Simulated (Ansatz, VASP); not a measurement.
# One calculation of In3Se, two programs

```
In Se
1.0
     4.93308    0.00000    0.00000
     0.00000    4.93308    0.00000
     0.00000    0.00000    4.93308
In Se
3 1
Direct
  0.00000 0.50000 0.50000
  0.50000 0.00000 0.50000
  0.50000 0.50000 0.00000
  0.00000 0.00000 0.00000
```

Alike in both runs: task single point; functional PBEsol; k mesh 10 × 10 × 10; occupations gaussian, width 0.1 eV; no spin polarisation.

|  | VASP | Ansatz |
| --- | --- | --- |
| version | VASP 6.6.1 | Ansatz 0.2.0 |
| potentials or method | VASP PAW PBE potentials, release 64 (In_d, Se), cutoff 520 eV | scalar-relativistic, plane waves, PAW |
| valence electrons in the cell | 45 | 55 |

Ansatz gave:

- gap on the k mesh at the Fermi level (eV): none
- pressure (GPa): -4.7

Estimate VASP's values.

gap on the k mesh at the Fermi level (eV): none; pressure (GPa): -4.8.

VASP's potentials were made for PBE, not for PBEsol. A gap of «none» marks a metal or a gap that the smearing closes. The functional is the same, so the differences come from potentials, cutoffs and numerics. VASP's potentials hold 45 valence electrons a cell and Ansatz's 55, so a difference there can come from the potentials and not from the codes.
